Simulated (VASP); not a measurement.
Wanted: the native input for a VASP 6.6.1 run.

```
Task                   : single point
Functional             : r2SCAN
Potentials or basis    : VASP PAW PBE potentials, release 64 (Cu)
Cutoff                 : 520 eV
k mesh                 : 15 × 15 × 15
Occupations            : gaussian, width 0.3 eV
Spin                   : no spin polarisation
Dipole correction      : no
Further INCAR settings : ALGO = Normal; EDIFF = 1e-06; NBANDS = 12
```

Cu:

```
Cu
1.0
     0.00000    1.78813    1.78813
     1.78813    0.00000    1.78813
     1.78813    1.78813    0.00000
Cu
1
Direct
  0.00000 0.00000 0.00000
```

One way to write it, as run:

POSCAR

```
Cu
1.0
    0.0000000000      1.7881324402      1.7881324402
    1.7881324402      0.0000000000      1.7881324402
    1.7881324402      1.7881324402      0.0000000000
Cu
1
Direct
    0.0000000000      0.0000000000      0.0000000000
```

INCAR.step1

```
ALGO = Normal ; EDIFF = 1E-4
ENCUT = 520 ; GGA = PE
ISMEAR = 0 ; LASPH = True
LCHARG = False ; LREAL = False
LWAVE = True ; NBANDS = 12
NELM = 60 ; PREC = Accurate
SIGMA = 0.3
```

INCAR.step2

```
ALGO = Normal ; EDIFF = 1E-6
ENCUT = 520 ; ISIF = 2
ISMEAR = 0 ; ISTART = 1
LASPH = True ; LCHARG = True
LELF = True ; LMIXTAU = True
LREAL = False ; LVHAR = True
LWAVE = False ; METAGGA = R2SCAN
NBANDS = 12 ; NELM = 60
PREC = Accurate ; SIGMA = 0.3
```

KPOINTS

```
k-points
0
Gamma
  15 15 15
```

Potentials or basis: VASP PAW PBE potentials, release 64 (Cu).

Command:

```console
$ cat potpaw_PBE.64/Cu/POTCAR > POTCAR
$ cp INCAR.step1 INCAR
$ mpirun -np 1 vasp_std > vasp.out
$ cp INCAR.step2 INCAR
$ mpirun -np 1 vasp_std > vasp.out
```

It gave:

```
Pressure : 0.5 GPa
```

Caveat: the PAW data sets were made with another functional, which shifts forces and pressure a little.

Wall time 60 s on 1 thread of Intel Xeon 6975P-C, with other jobs on the host, peak memory 0.14 GiB.
